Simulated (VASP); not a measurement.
# CoSi2 (P1) in VASP: further runs

Runs on CoSi2. Level: PBE. Tasks: single point.

All numbers are computed with VASP 6.6.1; they aren't measurements. Logs are shortened: lines on timing, memory, paths and dates and some standing lists are left out, and cuts for length are marked.

### Step 1. The cell of the first run

The typed cell holds 12 atoms: a = 5.611 Å, b = 5.611 Å, c = 5.611 Å, α = 90.00°, β = 90.00°, γ = 90.00°.

### Step 2. Single point, PBE

Contents of INCAR:

```
SYSTEM = CoSi2
ALGO = Normal
EDIFF = 1E-7
ENCUT = 520
GGA = PE
ISIF = 2
ISMEAR = -1
LASPH = .True.
LCHARG = .True.
LELF = .True.
LREAL = .False.
LVHAR = .True.
LWAVE = .False.
NBANDS = 46
NELM = 80
PREC = Accurate
SIGMA = 0.24
```

Contents of KPOINTS:

```
k-points
0
Gamma
  2 2 2
  0 0 0
```

Contents of POSCAR:

```
CoSi2
1.0
    5.6114250000      0.0000000000      0.0000000000
    0.0000000000      5.6114250000      0.0000000000
    0.0000000000      0.0000000000      5.6114250000
Co Si
4 8
Direct
    0.0323090837     -0.0179277100      0.0484725359
    0.5058786315      0.5058251692      0.0544603198
    0.4857946065      0.0317922809      0.5378134788
    0.0457103142      0.4913903331      0.5476505522
    0.2637654428      0.2576350927      0.2715531260
    0.7967494888      0.7126532031      0.8320524644
    0.7895677123      0.7396873343      0.3023474429
    0.2993357302      0.2290683739      0.8256013401
    0.7614108716      0.2249339517      0.8047688421
    0.3391473645      0.7346618729      0.3372583613
    0.2670622881      0.7113522857      0.8244608099
    0.7969633382      0.2302267249      0.2804635186
```

Potentials or basis: VASP PAW PBE potentials, release 64 (Co, Si).

Launch:

```bash
$ cat potpaw_PBE.64/Co/POTCAR potpaw_PBE.64/Si/POTCAR > POTCAR
$ mpirun -np 1 vasp_std > vasp.out
```

OUTCAR:

```text
SYSTEM = CoSi2
   EDIFF = 1E-7
   ENCUT = 520
   GGA = PE
   ISIF = 2
   ISMEAR = -1
   LASPH = .True.
   LREAL = .False.
   NELM = 80
   PREC = Accurate

 ion  position               nearest neighbor table
   1  0.032  0.982  0.048-  12 2.32   6 2.35  11 2.37   5 2.38   8 2.39   7 2.39   9 2.46  10 2.74

   2  0.506  0.506  0.054-  11 2.19  10 2.25   5 2.30   8 2.32   6 2.36   7 2.49   9 2.55  12 2.58

   3  0.486  0.032  0.538-  10 2.17   8 2.22   5 2.32   9 2.41  12 2.52  11 2.71   7 2.71   6 3.00
[... 5 lines left out ...]
   6  0.797  0.713  0.832-   1 2.35   2 2.36   4 2.46  11 2.64   7 2.64   9 2.75   9 2.89  11 2.97
                             7 2.98   3 3.00
   7  0.790  0.740  0.302-   1 2.39   4 2.43   2 2.49  10 2.54   6 2.64   3 2.71  12 2.76  12 2.86
                             6 2.98  10 3.09
   8  0.299  0.229  0.826-   3 2.22   2 2.32   1 2.39   5 2.52   4 2.57   9 2.60  11 2.71  11 2.91
                             9 3.02   5 3.12
   9  0.761  0.225  0.805-   3 2.41   1 2.46   2 2.55   8 2.60   4 2.62  12 2.68   6 2.75   6 2.89
                            12 2.95   8 3.02
  10  0.339  0.735  0.337-   3 2.17   2 2.25   4 2.44   7 2.54   5 2.73   1 2.74  11 2.77  11 2.91
                             5 2.99   7 3.09
  11  0.267  0.711  0.824-   2 2.19   4 2.34   1 2.37   6 2.64   3 2.71   8 2.71  10 2.77  10 2.91
                             8 2.91   6 2.97
  12  0.797  0.230  0.280-   1 2.32   4 2.52   3 2.52   2 2.58   5 2.62   9 2.68   7 2.76   7 2.86
                             9 2.95   5 3.00

  LATTYP: Found a simple cubic cell.
 ALAT       =     5.6114250000

  Lattice vectors:

 A1 = (   5.6114250000,   0.0000000000,   0.0000000000)
 A2 = (   0.0000000000,   5.6114250000,   0.0000000000)
 A3 = (   0.0000000000,   0.0000000000,   5.6114250000)

Analysis of symmetry for initial positions (statically):
=====================================================================
 Subroutine PRICEL returns:
 Original cell was already a primitive cell.

 Routine SETGRP: Setting up the symmetry group for a
 simple cubic supercell.

 Subroutine GETGRP returns: Found  1 space group operations
 (whereof  1 operations were pure point group operations)
 out of a pool of 48 trial point group operations.

The static configuration has the point symmetry C_1 .

Analysis of symmetry for dynamics (positions and initial velocities):
=====================================================================
 Subroutine PRICEL returns:
 Original cell was already a primitive cell.

[... 121 lines left out ...]
   NELECT =      68.0000    total number of electrons
   NUPDOWN=      -1.0000    fix difference up-down
   EMIN   =  10.00;   EMAX   =-10.00  energy-range for DOS
   EFERMI =   0.00;   METHOD = LEGACY
   ISMEAR =    -1;   SIGMA  =   0.24  broadening in eV -4-tet -1-fermi 0-gaus
   EFERMI_NEDOS =   21; number of points for ismear=-14 and -15
   IALGO  =     38    algorithm
   IMIX   =      4    mixing-type and parameters
     AMIX     =   0.40;   BMIX     =  1.00
     AMIX_MAG =   1.60;   BMIX_MAG =  1.00
  volume/ion in A,a.u.               =      14.72        99.37
  Fermi-wavevector in a.u.,A,eV,Ry     =   1.190798  2.250281 19.293049  1.417999
  Thomas-Fermi vector in A             =   2.326874
   LORBIT       =      0    0 simple, 1 ext, 2 COOP (PROOUT), +10 PAW based schemes
   GGA     = PE    functional components
   LHFCALC =     F    Hartree Fock is set to
   AEXX    =    0.0000 exact exchange contribution
   IVDW    =     0    specifies the selected vdW correction
   LEPSILON=     F    determine dielectric tensor
   LRPA    =     F    only Hartree local field effects (RPA)
 non-spin polarized calculation
  energy-cutoff  :      520.00
  volume of cell :      176.69
 maximum number of plane-waves:      4780
 NGX is ok and might be reduce to    42
   NGX = 21   NGY = 21   NGZ = 21

 number of electron      68.0000009 magnetization

 Free energy of the ion-electron system (eV)
  ---------------------------------------------------
  ext. energy  EPLUGINS =         0.00000000
  ---------------------------------------------------
  free energy    TOTEN  =       -74.33797514 eV

  energy without entropy =      -73.04373525  energy(sigma->0) =      -73.69085519

 E-fermi :   8.4534     XC(G=0): -11.0925

 val. band max:        8.4352566741   @ k =   0.5000   0.5000   0.5000
 cond. band min:       8.5667979452   @ k =   0.5000   0.0000   0.0000
 fundamental gap:      0.1315412711
 Fermi energy:         8.4534241789

 k-point     1 :       0.0000    0.0000    0.0000
  band No.  band energies     occupation
      1      -3.8554      2.00000
      2      -0.4909      2.00000
      3      -0.2870      2.00000
      4      -0.2649      2.00000
      5       1.1801      2.00000
      6       1.7633      2.00000
[... 381 lines left out ...]
     45      11.3284      0.00001
     46      11.4149      0.00001

------------------------ aborting loop because EDIFF is reached ----------------------------------------

  FORCE on cell =-STRESS in cart. coord.  units (eV):
  Direction    XX          YY          ZZ          XY          YZ          ZX
  --------------------------------------------------------------------------------------
  -------------------------------------------------------------------------------------
  Total      -11.7440023    -11.1027318    -10.0407505      0.3081969      3.0206921      0.2694659
  in kB     -106.4896068   -100.6748385    -91.0452448      2.7945977     27.3903481      2.4434016
  external PRESSURE =     -99.4032300 kB  Pullay stress =       0.0000000 kB

 VOLUME and BASIS-vectors are now :
 -----------------------------------------------------------------------------
  energy-cutoff  :      520.00
  volume of cell :      176.69
      direct lattice vectors                 reciprocal lattice vectors
     5.611425000  0.000000000  0.000000000     0.178207853  0.000000000  0.000000000
     0.000000000  5.611425000  0.000000000     0.000000000  0.178207853  0.000000000
     0.000000000  0.000000000  5.611425000     0.000000000  0.000000000  0.178207853

 POSITION                                       TOTAL-FORCE (eV/Angst)
 -----------------------------------------------------------------------------------
      0.18130      5.51082      0.27200        -0.085553     -0.030584     -0.138091
      2.83870      2.83840      0.30560         1.940553     -0.853098      0.326187
      2.72600      0.17840      3.01790         1.576140     -0.089914      0.178655
      0.25650      2.75740      3.07310        -0.524445     -0.303656      0.127763
      1.48010      1.44570      1.52380        -0.181041     -0.292437      0.524620
      4.47090      3.99900      4.66900         0.079810      0.035869     -0.449174
      4.43060      4.15070      1.69660        -0.056857     -0.022835      0.144389
      1.67970      1.28540      4.63280        -0.821544      0.345083     -0.058790
      4.27260      1.26220      4.51590         0.380360      0.318557     -0.158783
      1.90310      4.12250      1.89250        -1.506838     -0.377968     -0.403649
      1.49860      3.99170      4.62640        -0.349618      0.921650     -0.790241
      4.47210      1.29190      1.57380        -0.450966      0.349333      0.697114
 -----------------------------------------------------------------------------------
    total drift:                                0.000079     -0.000579      0.000395

  FREE ENERGIE OF THE ION-ELECTRON SYSTEM (eV)
  ---------------------------------------------------
  free  energy   TOTEN  =       -74.3379751402 eV

  energy  without entropy=      -73.0437352469  energy(sigma->0) =      -73.69085519
```

stdout:

```text
POSCAR found type information on POSCAR CoSi
 POSCAR found :  2 types and      12 ions
 scaLAPACK will be used
 LDA part: xc-table for (Slater+PW92), standard interpolation
 POSCAR, INCAR and KPOINTS ok, starting setup
 FFT: planning ... GRIDC
 FFT: planning ... GRID_SOFT
 FFT: planning ... GRID
 WAVECAR not read
 entering main loop
```

Wall time 1.8 min (1 thread of AMD EPYC 7R43 (Zen 3), shared host); peak memory 0.23 GiB.

Results:

```yaml
Free_energy: -74.3380 eV
Pressure: -9.9 GPa
Largest_force: 2.145 eV/Å
Band_gap_on_the_k_mesh: zero (bands 34 and 35 overlap by 0.55 eV)
```

Forces on the atoms (eV/Å):
```
Co  -0.086 -0.031 -0.138
Co   1.941 -0.853  0.326
Co   1.576 -0.090  0.179
Co  -0.524 -0.304  0.128
Si  -0.181 -0.292  0.525
Si   0.080  0.036 -0.449
Si  -0.057 -0.023  0.144
Si  -0.822  0.345 -0.059
Si   0.380  0.319 -0.159
Si  -1.507 -0.378 -0.404
Si  -0.350  0.922 -0.790
Si  -0.451  0.349  0.697
```

Caveat: the k points lie up to 0.56 Å⁻¹ apart, too coarse for converged energies and pressures of a metal; the run has no spin polarisation, though such a crystal can be magnetic; forces of over 1 eV/Å act on the atoms, so gaps and moduli don't describe the material at rest.

### Step 3. Single point, PBE

Contents of INCAR:

```
PREC = Accurate
ENCUT = 520
EDIFF = 1E-6
ISMEAR = -1
SIGMA = 0.24
LREAL = F
LASPH = T
NELM = 60
ALGO = Normal
ISIF = 2
LWAVE = F
LCHARG = F
GGA = PE
NBANDS = 46
```

Contents of KPOINTS:

```
Automatic mesh
0
Gamma
  2 2 2
```

Contents of POSCAR:

```
CoSi2
1.0
    5.6114250000      0.0000000000      0.0000000000
    0.0000000000      5.6114250000      0.0000000000
    0.0000000000      0.0000000000      5.6114250000
Co Si
4 8
Direct
   -0.0145595816      0.1509064097      0.0034215908
    0.4734982647      0.6245472407      0.1153004807
    0.5214005355      0.1580347238      0.5884423297
    0.0131160980      0.6197534494      0.5760390632
    0.2395469956      0.3513367817      0.3143230106
    0.7009271264      0.8793488285      0.8595321153
    0.7687173935      0.8472892358      0.3579482930
    0.2736737994      0.3483250689      0.8667851749
    0.7618385704      0.3876733628      0.8234272043
    0.1674440984      0.9044939565      0.2853998761
    0.2956290069      0.8984705311      0.8298248662
    0.7593793020      0.3912553407      0.3255857469
```

Potentials or basis: VASP PAW PBE potentials, release 64 (Co, Si).

Launch:

```bash
$ cat potpaw_PBE.64/Co/POTCAR potpaw_PBE.64/Si/POTCAR > POTCAR
$ mpirun -np 1 vasp_std > vasp.out
```

Wall time 1.7 min (1 thread of AMD EPYC 7R43 (Zen 3), shared host); peak memory 0.23 GiB.

The run converged. Its results:

```yaml
Free_energy: -73.0895 eV
Pressure: -6.6 GPa
Largest_force: 3.552 eV/Å
Band_gap_on_the_k_mesh: zero (bands 34 and 35 overlap by 0.31 eV)
```

Forces on the atoms (eV/Å):
```
Co   0.069 -2.306  2.701
Co   0.494  0.642 -0.320
Co  -0.126 -0.708 -0.430
Co   0.765  0.018  0.305
Si  -0.189  0.146  0.648
Si   1.909 -0.458 -0.209
Si  -2.245  0.835 -0.406
Si   0.873  2.055 -1.534
Si  -1.283  1.711 -0.633
Si   2.291 -0.412  0.257
Si  -2.368 -1.000 -0.218
Si  -0.190 -0.523 -0.162
```

Stress tensor (GPa, compression positive):
```
-1.74  1.17  1.48
 1.17 -8.15 -4.47
 1.48 -4.47 -9.92
```

Levels at points of the mesh, in eV from the Fermi level:
```
           k point  band 30  band 31  band 32  band 33  band 34  band 35  band 36  band 37  band 38  band 39
(0.00, 0.00, 0.00)    -1.37    -1.32    -1.22    -1.20    -0.20     0.49     0.60     0.77     1.56     1.97
(0.50, 0.00, 0.00)    -0.95    -0.60    -0.55    -0.46    -0.39    -0.17    -0.09     0.51     0.68     2.26
(0.00, 0.50, 0.00)    -0.91    -0.75    -0.67    -0.50    -0.32    -0.06     0.10     0.35     0.85     1.82
(0.00, 0.00, 0.50)    -1.00    -0.80    -0.61    -0.40    -0.29    -0.14     0.15     0.45     0.81     2.03
(0.50, 0.50, 0.00)    -0.99    -0.81    -0.78    -0.24    -0.04     0.05     0.25     1.33     1.66     1.78
(0.00, 0.50, 0.50)    -1.21    -0.97    -0.69    -0.52    -0.04     0.35     0.57     1.08     1.60     1.86
(0.50, 0.00, 0.50)    -1.34    -0.91    -0.89    -0.28    -0.09     0.30     0.46     1.31     1.56     2.15
(0.50, 0.50, 0.50)    -0.77    -0.67    -0.20     0.07     0.14     0.42     0.52     1.04     1.38     1.78
```

Caveat: the k points lie up to 0.56 Å⁻¹ apart; the run has no spin polarisation, though such a crystal can be magnetic; forces of over 1 eV/Å act on the atoms, so gaps and moduli don't describe the material at rest.

### Step 4. Single point, PBE

Contents of INCAR:

```
SYSTEM = CoSi2
PREC = Accurate
ENCUT = 520
EDIFF = 1E-6
ISMEAR = -1
SIGMA = 0.24
LREAL = .FALSE.
LASPH = .TRUE.
NELM = 80
ALGO = Normal
ISIF = 2
LWAVE = .FALSE.
LCHARG = .FALSE.
GGA = PE
NBANDS = 46
```

Contents of KPOINTS:

```
Automatic mesh
0
G
  2 2 2
  0 0 0
```

Contents of POSCAR:

```
CoSi2
1.0
    5.6114250000      0.0000000000      0.0000000000
    0.0000000000      5.6114250000      0.0000000000
    0.0000000000      0.0000000000      5.6114250000
Co Si
4 8
Direct
   -0.0091420628      0.1753387063     -0.0359445239
    0.5328058381      0.6822509434     -0.0060768878
    0.4750130314      0.2013035904      0.5111714048
   -0.0313289405      0.6452015308      0.4996769983
    0.2304762159      0.3829152132      0.2546233800
    0.7668462111      0.9765968537      0.7429307172
    0.8029867636      0.9445194402      0.2133504413
    0.2250052349      0.4612375644      0.7830631257
    0.7201201121      0.4193408983      0.7367825463
    0.2364818206      0.9363575206      0.2345215342
    0.2335592118      0.9486895040      0.7291908918
    0.7379587182      0.4252039366      0.2404558557
```

Launch:

```bash
$ cat potpaw_PBE.64/Co/POTCAR potpaw_PBE.64/Si/POTCAR > POTCAR
$ mpirun -np 1 vasp_std > vasp.out
```

Run time: 98 s. Hardware: 1 thread of AMD EPYC 7R43 (Zen 3), shared host; peak memory 0.23 GiB.

It converged, with:

* Free energy: -73.8578 eV
* Pressure: -8.7 GPa
* Largest force: 2.991 eV/Å
* Band gap on the k mesh: zero (bands 34 and 35 overlap by 0.13 eV)

Forces in eV/Å, atoms in the order of the input:
```
Co   1.489  1.912  1.484
Co  -0.935  0.671  0.075
Co   0.090 -0.968 -0.482
Co   0.783  1.389 -0.215
Si  -0.374  1.351 -0.463
Si  -1.766 -2.089 -1.209
Si  -1.836 -1.220  0.892
Si   0.673  0.089 -0.638
Si   0.531  0.523  0.438
Si   0.913 -0.515  0.107
Si   0.395 -0.915  0.027
Si   0.037 -0.227 -0.015
```

Stress tensor (GPa, compression positive):
```
-8.54  3.35  2.17
 3.35 -8.08  0.11
 2.17  0.11 -9.62
```

Levels at points of the mesh, in eV from the Fermi level:
```
           k point  band 31  band 32  band 33  band 34  band 35  band 36  band 37  band 38
(0.00, 0.00, 0.00)    -1.19    -1.16    -1.07    -0.37     0.69     0.72     0.94     1.85
(0.50, 0.00, 0.00)    -0.70    -0.60    -0.43    -0.26    -0.16     0.12     0.39     0.91
(0.00, 0.50, 0.00)    -0.65    -0.59    -0.41    -0.12    -0.04     0.00     0.27     0.77
(0.00, 0.00, 0.50)    -0.75    -0.53    -0.41    -0.37    -0.10     0.02     0.48     0.83
(0.50, 0.50, 0.00)    -1.04    -0.79    -0.22    -0.05     0.05     0.65     1.42     1.81
(0.00, 0.50, 0.50)    -0.95    -0.76    -0.29    -0.03     0.13     0.54     1.41     1.82
(0.50, 0.00, 0.50)    -1.03    -0.85    -0.30    -0.14     0.30     0.68     1.51     1.57
(0.50, 0.50, 0.50)    -0.63    -0.38    -0.23    -0.06     0.58     0.64     1.30     1.87
```

Caveat: the k points lie up to 0.56 Å⁻¹ apart; the run has no spin polarisation, though such a crystal can be magnetic; forces of over 1 eV/Å act on the atoms, so gaps and moduli don't describe the material at rest.

### Step 5. Overview

| cell | gap on the mesh (eV) | pressure (GPa) | largest force (eV/Å) |
| --- | --- | --- | --- |
| as given, atomic positions A | none | -9.9 | 2.14 |
| as given, atomic positions B | none | -6.6 | 3.55 |
| as given, atomic positions C | none | -8.7 | 2.99 |

Alike in all rows: task single point; level PBE; potentials or basis VASP PAW PBE potentials, release 64 (Co, Si); no spin polarisation; k mesh 2 × 2 × 2; cutoff (eV) 520; smearing fermi-dirac 0.24 eV.

Caveats: all runs use coarse meshes; the run has no spin polarisation, though such a crystal can be magnetic; forces of over 1 eV/Å act on the atoms, so gaps and moduli don't describe the material at rest.

Total energies depend on the potentials used, so only differences within one code and one set of settings carry meaning.
